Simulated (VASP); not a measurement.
# SiC in VASP: further runs

Runs on SiC. Level: LDA. Tasks: relaxation of the atoms, single point.

Everything below comes from runs of VASP 6.6.1. Logs are shortened: lines on timing, memory, paths and dates and some standing lists are left out, and cuts for length are marked.

### 1 The cell of the first run

It takes space group R3m (No. 160, trigonal). Conventional cell: a = 3.053 Å, b = 3.053 Å, c = 7.535 Å, α = 90.00°, β = 90.00°, γ = 120.00°. Si (site symmetry 3m) has 4 C at 1.87 to 1.88 Å within 2.5 Å. C (site symmetry 3m) has 4 Si at 1.87 to 1.88 Å within 2.5 Å.

### 2 Relaxation of the atoms, LDA (equal xy, yz and zx engineering shears of +0.5 %)

Input file INCAR:

```
PREC = Accurate
ENCUT = 520
EDIFF = 1E-6
ISMEAR = 0
SIGMA = 0.01
LREAL = False
LASPH = True
NELM = 100
ALGO = Normal
ISIF = 2
LWAVE = False
LCHARG = False
IBRION = 2
NSW = 50
EDIFFG = -0.002
```

Input file KPOINTS:

```
Automatic mesh
0
Gamma
  8 8 8
```

Input file POSCAR:

```
SiC
1.0
    0.0108224269      2.1698965865      2.1698965865
    2.1698965865      0.0108224269      2.1698965865
    2.1698965865      2.1698965865      0.0108224269
Si C
1 1
Direct
    0.0000000000      0.0000000000      0.0000000000
    0.7500000000      0.7500000000      0.7500000000
```

Potentials or basis: VASP PAW LDA potentials, release 64 (Si, C).

Command:

```bash
> cat potpaw_LDA.64/Si/POTCAR potpaw_LDA.64/C/POTCAR > POTCAR
> mpirun -np 1 vasp_std > vasp.out
```

OUTCAR:

```text
PREC = Accurate
   ENCUT = 520
   EDIFF = 1E-6
   ISMEAR = 0
   LREAL = False
   LASPH = True
   NELM = 100
   ISIF = 2
   IBRION = 2
   NSW = 50
   EDIFFG = -0.002

 ion  position               nearest neighbor table
   1  0.000  0.000  0.000-   2 1.87   2 1.87   2 1.87   2 1.88
   2  0.750  0.750  0.750-   1 1.87   1 1.87   1 1.87   1 1.88

  LATTYP: Found a trigonal (rhomboedric) cell.
 ALAT       =     3.0687162653
 COS(alpha) =     0.5049812504

  Lattice vectors:

 A1 = (   0.0108224269,   2.1698965865,   2.1698965865)
 A2 = (   2.1698965865,   0.0108224269,   2.1698965865)
 A3 = (   2.1698965865,   2.1698965865,   0.0108224269)

Analysis of symmetry for initial positions (statically):
=====================================================================
 Subroutine PRICEL returns:
 Original cell was already a primitive cell.

 Routine SETGRP: Setting up the symmetry group for a
 trigonal (rhombohedral) supercell.

 Subroutine GETGRP returns: Found  6 space group operations
 (whereof  6 operations were pure point group operations)
 out of a pool of 12 trial point group operations.

The static configuration has the point symmetry C_3v.

Analysis of symmetry for dynamics (positions and initial velocities):
=====================================================================
 Subroutine PRICEL returns:
 Original cell was already a primitive cell.

 Routine SETGRP: Setting up the symmetry group for a
 trigonal (rhombohedral) supercell.

 Subroutine GETGRP returns: Found  6 space group operations
 (whereof  6 operations were pure point group operations)
 out of a pool of 12 trial point group operations.

The dynamic configuration has the point symmetry C_3v.

 Subroutine INISYM returns: Found  6 space group operations
 (whereof  6 operations are pure point group operations),
 and found     1 'primitive' translations

----------------------------------------------------------------------------------------

                                     Primitive cell

  volume of cell :      20.2808

  direct lattice vectors                    reciprocal lattice vectors
     0.010822427  2.169896587  2.169896587    -0.232156815  0.231004672  0.231004672
     2.169896587  0.010822427  2.169896587     0.231004672 -0.232156815  0.231004672
     2.169896587  2.169896587  0.010822427     0.231004672  0.231004672 -0.232156815

  length of vectors
     3.068716265  3.068716265  3.068716265     0.400778123  0.400778123  0.400778123

  position of ions in fractional coordinates (direct lattice)
     0.000000000  0.000000000  0.000000000
     0.750000000  0.750000000  0.750000000

  ion indices of the primitive-cell ions
   primitive index   ion index
                 1           1
                 2           2

----------------------------------------------------------------------------------------

 KPOINTS: Automatic mesh

Automatic generation of k-mesh.
 Grid dimensions read from file:
 generate k-points for:    8    8    8

 Generating k-lattice:

  Cartesian coordinates                     Fractional coordinates (reciprocal lattice)
    -0.029019602  0.028875584  0.028875584     0.125000000  0.000000000 -0.000000000
     0.028875584 -0.029019602  0.028875584     0.000000000  0.125000000 -0.000000000
     0.028875584  0.028875584 -0.029019602     0.000000000  0.000000000  0.125000000

  Length of vectors
     0.050097265  0.050097265  0.050097265

  Shift w.r.t. Gamma in fractional coordinates (k-lattice)
     0.000000000  0.000000000  0.000000000

 Subroutine IBZKPT returns following result:
 ===========================================

 Found     65 irreducible k-points:

 Following reciprocal coordinates:
            Coordinates               Weight
  0.000000  0.000000  0.000000      1.000000
  0.125000  0.000000 -0.000000      6.000000
  0.250000  0.000000 -0.000000      6.000000
  0.375000  0.000000 -0.000000      6.000000
  0.500000  0.000000 -0.000000      3.000000
  0.125000  0.125000  0.000000      6.000000
[... 16 lines left out ...]
  0.250000  0.125000  0.125000      6.000000
  0.375000  0.125000  0.125000      6.000000
 [... further k-points ...]
   k-points           NKPTS =     65   k-points in BZ     NKDIM =     65   number of bands    NBANDS=      8
   number of dos      NEDOS =    301   number of ions     NIONS =      2
   total plane-waves  NPLWV =  13824
   dimension x,y,z NGX =    24 NGY =   24 NGZ =   24
   dimension x,y,z NGXF=    48 NGYF=   48 NGZF=   48
   ions per type =               1   1
   NGX,Y,Z   is equivalent  to a cutoff of  13.00, 13.00, 13.00 a.u.
   NGXF,Y,Z  is equivalent  to a cutoff of  26.00, 26.00, 26.00 a.u.
 SYSTEM =  unknown system
   PREC   = accura    normal or accurate (medium, high low for compatibility)
   ISTART =      0    job   : 0-new  1-cont  2-samecut
   ICHARG =      2    charge: 1-file 2-atom 10-const
   ISPIN  =      1    spin polarized calculation?
   LNONCOLLINEAR =      F non collinear calculations
   LSORBIT =      F    spin-orbit coupling
   LASPH  =      T    aspherical Exc in radial PAW
   ENCUT  =  520.0 eV  38.22 Ry    6.18 a.u.   5.71  5.71  5.71*2*pi/ulx,y,z
   NELM   =    100;   NELMIN=  2; NELMDL= -5     # of ELM steps
   EDIFF  = 0.1E-05   stopping-criterion for ELM
   LREAL  =      F    real-space projection
   EDIFFG = -.2E-02   stopping-criterion for IOM
   NSW    =     50    number of steps for IOM
   IBRION =      2    ionic relax: 0-MD 1-quasi-New 2-CG
   NFREE  =      1    steps in history (QN), initial steepest desc. (CG)
   ISIF   =      2    stress and relaxation
   ISYM   =      2    0-nonsym 1-usesym 2-fastsym
   POTIM  = 0.5000    time-step for ionic-motion
   TEBEG  =    0.0;   TEEND  =   0.0 temperature during run
   PSTRESS=    0.0 pullay stress
   NELECT =       8.0000    total number of electrons
   NUPDOWN=      -1.0000    fix difference up-down
   EMIN   =  10.00;   EMAX   =-10.00  energy-range for DOS
   EFERMI =   0.00;   METHOD = LEGACY
   ISMEAR =     0;   SIGMA  =   0.01  broadening in eV -4-tet -1-fermi 0-gaus
   EFERMI_NEDOS =   21; number of points for ismear=-14 and -15
   IALGO  =     38    algorithm
   IMIX   =      4    mixing-type and parameters
     AMIX     =   0.40;   BMIX     =  1.00
     AMIX_MAG =   1.60;   BMIX_MAG =  1.00
  volume/ion in A,a.u.               =      10.14        68.43
  Fermi-wavevector in a.u.,A,eV,Ry     =   1.200631  2.268864 19.612999  1.441515
  Thomas-Fermi vector in A             =   2.336462
   LORBIT       =      0    0 simple, 1 ext, 2 COOP (PROOUT), +10 PAW based schemes
   GGA     = CA    functional components
   LHFCALC =     F    Hartree Fock is set to
   AEXX    =    0.0000 exact exchange contribution
   IVDW    =     0    specifies the selected vdW correction
   LEPSILON=     F    determine dielectric tensor
   LRPA    =     F    only Hartree local field effects (RPA)
 conjugate gradient relaxation of ions
 non-spin polarized calculation
 Gauss-broadening in eV      SIGMA  =   0.01
  energy-cutoff  :      520.00
  volume of cell :       20.28
 maximum number of plane-waves:       560
   NGX = 11   NGY = 11   NGZ = 11

--------------------------------------- Ionic step        1  -------------------------------------------

 number of electron       8.0000000 magnetization

 Free energy of the ion-electron system (eV)
  ---------------------------------------------------
  ext. energy  EPLUGINS =         0.00000000
  ---------------------------------------------------
  free energy    TOTEN  =       -16.64006232 eV

  energy without entropy =      -16.64006232  energy(sigma->0) =      -16.64006232

------------------------ aborting loop because EDIFF is reached ----------------------------------------

  FORCE on cell =-STRESS in cart. coord.  units (eV):
  Direction    XX          YY          ZZ          XY          YZ          ZX
  --------------------------------------------------------------------------------------
  -------------------------------------------------------------------------------------
  Total        0.0558601      0.0558601      0.0558601     -0.1780696     -0.1780696     -0.1780696
  in kB        4.4129228      4.4129228      4.4129228    -14.0674237    -14.0674237    -14.0674237
  external PRESSURE =       4.4129228 kB  Pullay stress =       0.0000000 kB

 VOLUME and BASIS-vectors are now :
 -----------------------------------------------------------------------------
  energy-cutoff  :      520.00
  volume of cell :       20.28
      direct lattice vectors                 reciprocal lattice vectors
     0.010822427  2.169896587  2.169896587    -0.232156815  0.231004672  0.231004672
     2.169896587  0.010822427  2.169896587     0.231004672 -0.232156815  0.231004672
     2.169896587  2.169896587  0.010822427     0.231004672  0.231004672 -0.232156815
[... 37 lines left out ...]
 POSITION                                       TOTAL-FORCE (eV/Angst)
 -----------------------------------------------------------------------------------
      4.34860      4.34860      4.34860         0.036383      0.036383      0.036383
      3.26498      3.26498      3.26498        -0.036383     -0.036383     -0.036383
 -----------------------------------------------------------------------------------
    total drift:                               -0.000027     -0.000027     -0.000027

  FREE ENERGIE OF THE ION-ELECTRON SYSTEM (eV)
  ---------------------------------------------------
  free  energy   TOTEN  =       -16.6400984120 eV

  energy  without entropy=      -16.6400984120  energy(sigma->0) =      -16.64009841

--------------------------------------- Ionic step        3  -------------------------------------------

 number of electron       8.0000000 magnetization

 Free energy of the ion-electron system (eV)
  ---------------------------------------------------
  ext. energy  EPLUGINS =         0.00000000
  ---------------------------------------------------
  free energy    TOTEN  =       -16.64019958 eV

  energy without entropy =      -16.64019958  energy(sigma->0) =      -16.64019958

 E-fermi :   8.3687     XC(G=0): -11.6419

 val. band max:        8.3184636837   @ k =   0.0000   0.0000   0.0000
 cond. band min:       9.5776753225   @ k =   0.5000   0.5000   0.0000
 fundamental gap:      1.2592116388
 Fermi energy:         8.3687034459

 k-point     1 :       0.0000    0.0000    0.0000
  band No.  band energies     occupation
      1      -7.1813      2.00000
      2       8.2416      2.00000
      3       8.3185      2.00000
      4       8.3185      2.00000
      5      14.7947      0.00000
      6      15.5423      0.00000
      7      15.6771      0.00000
      8      15.6771      0.00000

 k-point     2 :       0.1250    0.0000   -0.0000
  band No.  band energies     occupation
      1      -6.8695      2.00000
      2       6.8390      2.00000
      3       8.0482      2.00000
      4       8.1111      2.00000
      5      14.8914      0.00000
      6      15.8991      0.00000
      7      16.0281      0.00000
      8      16.2919      0.00000
[... 221 lines left out ...]
 k-point    23 :       0.2500    0.1250    0.1250
  band No.  band energies     occupation
      1      -6.3640      2.00000
      2       5.5976      2.00000
      3       6.7608      2.00000
      4       8.1609      2.00000
      5      15.4205      0.00000
      6      15.8068      0.00000
      7      16.1287      0.00000
      8      17.1264      0.00000

 k-point    24 :       0.3750    0.1250    0.1250
  band No.  band energies     occupation
      1      -5.2779      2.00000
      2       3.1757      2.00000
      3       5.9330      2.00000
      4       7.7233      2.00000
      5      14.8616      0.00000
      6      15.9453      0.00000
      7      16.3242      0.00000
      8      17.9525      0.00000

 [... further k-points ...]

------------------------ aborting loop because EDIFF is reached ----------------------------------------

  FORCE on cell =-STRESS in cart. coord.  units (eV):
  Direction    XX          YY          ZZ          XY          YZ          ZX
  --------------------------------------------------------------------------------------
  -------------------------------------------------------------------------------------
  Total        0.0538136      0.0538136      0.0538136     -0.1607098     -0.1607098     -0.1607098
  in kB        4.2512537      4.2512537      4.2512537    -12.6960049    -12.6960049    -12.6960049
  external PRESSURE =       4.2512537 kB  Pullay stress =       0.0000000 kB

 VOLUME and BASIS-vectors are now :
 -----------------------------------------------------------------------------
  energy-cutoff  :      520.00
  volume of cell :       20.28
      direct lattice vectors                 reciprocal lattice vectors
     0.010822427  2.169896587  2.169896587    -0.232156815  0.231004672  0.231004672
     2.169896587  0.010822427  2.169896587     0.231004672 -0.232156815  0.231004672
     2.169896587  2.169896587  0.010822427     0.231004672  0.231004672 -0.232156815

 POSITION                                       TOTAL-FORCE (eV/Angst)
 -----------------------------------------------------------------------------------
      4.34954      4.34954      4.34954        -0.000400     -0.000400     -0.000400
      3.26404      3.26404      3.26404         0.000400      0.000400      0.000400
 -----------------------------------------------------------------------------------
    total drift:                                0.000022      0.000022      0.000022

  FREE ENERGIE OF THE ION-ELECTRON SYSTEM (eV)
  ---------------------------------------------------
  free  energy   TOTEN  =       -16.6401995848 eV

  energy  without entropy=      -16.6401995848  energy(sigma->0) =      -16.64019958

 reached required accuracy - stopping structural energy minimisation
```

Wall time 10 s (1 thread of Intel Xeon Platinum 8259CL at 2.50GHz (Skylake/Cascade Lake), shared host); peak memory 0.13 GiB.

Results:

```yaml
Free_energy: -16.6402 eV
Energy_gained_by_relaxing: 0.1 meV/atom
Ionic_steps: 3
Pressure_after_relaxing: 0.4 GPa
Band_gap_on_the_k_mesh: 1.26 eV, indirect (least direct gap 4.47 eV)
```

Stress tensor (GPa, compression positive):
```
 0.43 -1.27 -1.27
-1.27  0.43 -1.27
-1.27 -1.27  0.43
```

The path:
```
step  energy change (eV)  largest force (eV/Å)  pressure (GPa)
   1              0.0000                0.0725            0.44
   2              0.0000                0.0630            0.42
   3             -0.0001                0.0007            0.43
```

Final structure:
```
CELL_PARAMETERS angstrom
0.01082 2.16990 2.16990
2.16990 0.01082 2.16990
2.16990 2.16990 0.01082
ATOMIC_POSITIONS crystal
Si 0.99975 0.99975 0.99975
C 0.75025 0.75025 0.75025
```

Levels at points of the mesh, in eV from the valence-band top:
```
           k point  band 2  band 3  band 4  band 5  band 6  band 7
(0.00, 0.00, 0.00)   -0.08    0.00    0.00    6.48    7.22    7.36
(0.50, 0.00, 0.00)   -8.68   -1.12   -1.08    5.51    7.12    7.20
(0.50, 0.50, 0.00)   -7.90   -3.30   -3.21    1.26    4.23   14.03
(0.50, 0.50, 0.50)   -8.72   -1.03   -1.03    5.66    7.25    7.25
```

Caveat: the cell differs from its parent crystal (equal xy, yz and zx engineering shears of +0.5 %). A k mesh can miss the band edges.

### 3 Single point, LDA

This run uses another cell than the first one, of 9.99 Å³/atom, 0.985 times its volume.

Input file INCAR:

```
PREC = Accurate ; ENCUT = 520
EDIFF = 1E-6 ; ISMEAR = 0
SIGMA = 0.01 ; LREAL = False
LASPH = True ; NELM = 60
ALGO = Normal ; ISIF = 2
LWAVE = False ; LCHARG = False
GGA = CA ; NBANDS = 11
```

Input file KPOINTS:

```
regular mesh
0
Gamma
  8 8 8
```

Input file POSCAR:

```
SiC
1.0
    0.0000000000      2.1536629462      2.1536629462
    2.1536629462      0.0000000000      2.1536629462
    2.1536629462      2.1536629462      0.0000000000
Si C
1 1
Direct
    0.0000000000      0.0000000000      0.0000000000
    0.7500000000      0.7500000000      0.7500000000
```

Potentials or basis: VASP PAW LDA potentials, release 64 (Si, C).

Command:

```bash
> cat potpaw_LDA.64/Si/POTCAR potpaw_LDA.64/C/POTCAR > POTCAR
> mpirun -np 1 vasp_std > vasp.out
```

It took 4.3 s on 1 thread of Intel Xeon Platinum 8259CL at 2.50GHz (Skylake/Cascade Lake), shared host; peak memory 0.12 GiB.

The run converged. Its results:

```yaml
Free_energy: -16.6372 eV
Pressure: 4.0 GPa
Band_gap_on_the_k_mesh: 1.27 eV, indirect (least direct gap 4.53 eV)
```

Levels at points of the mesh, in eV from the valence-band top:
```tsv
k point	band 1	band 2	band 3	band 4	band 5	band 6	band 7	band 8	band 9
(0.00, 0.00, 0.00)	-15.59	0.00	0.00	0.00	6.71	7.44	7.44	7.44	14.66
(0.50, 0.00, 0.00)	-11.84	-8.75	-1.06	-1.06	5.71	7.27	7.27	10.12	16.36
(0.50, 0.50, 0.00)	-10.32	-7.93	-3.26	-3.26	1.27	4.31	14.24	14.24	15.03
```
